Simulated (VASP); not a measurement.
Here is a VASP 6.6.1 calculation.

File INCAR:

```
SYSTEM = W
PREC     = Accurate       ! precision mode
ENCUT    = 500            ! plane-wave cutoff, eV
EDIFF    = 1E-6           ! SCF threshold, eV
ISMEAR   = 1              ! smearing method
SIGMA    = 0.3            ! smearing width, eV
LREAL    = .False.        ! projectors in reciprocal space
LASPH    = .True.         ! aspherical terms in the spheres
NELM     = 120            ! most SCF steps
ALGO     = Normal         ! electronic algorithm
ISIF     = 2              ! what is computed and relaxed
LWAVE    = .False.        ! write WAVECAR
LCHARG   = .True.         ! write CHGCAR
LELF     = .True.         ! ELF
LVHAR    = .True.       
NBANDS   = 13             ! bands
GGA_COMPAT= .False.
```

The input KPOINTS:

```
Automatic mesh
0
Gamma
  12 12 12
  0 0 0
```

POSCAR

```
W
1.0
    2.7407020215     -0.0000000152     -0.0000000263
   -0.9135673262      2.5839586512     -0.0000000263
   -0.9135673262     -1.2919792876      2.2377738561
W
1
Direct
    0.0000000000      0.0000000000      0.0000000000
```

Potentials or basis: VASP PAW LDA potentials, release 64 (W_sv).

Command:

```console
$ cat potpaw_LDA.64/W_sv/POTCAR > POTCAR
$ mpirun -np 1 vasp_std > vasp.out
```

Problem. Predict the band gap on the k mesh.

Solution. Zero (band 7 reaches 16.47 eV, above the bottom of band 8 at 10.07 eV).

Problem. Predict the pressure.

Solution. -7.3 GPa.

Caveat: spin-orbit coupling is left out, which moves the levels of the heavy elements.
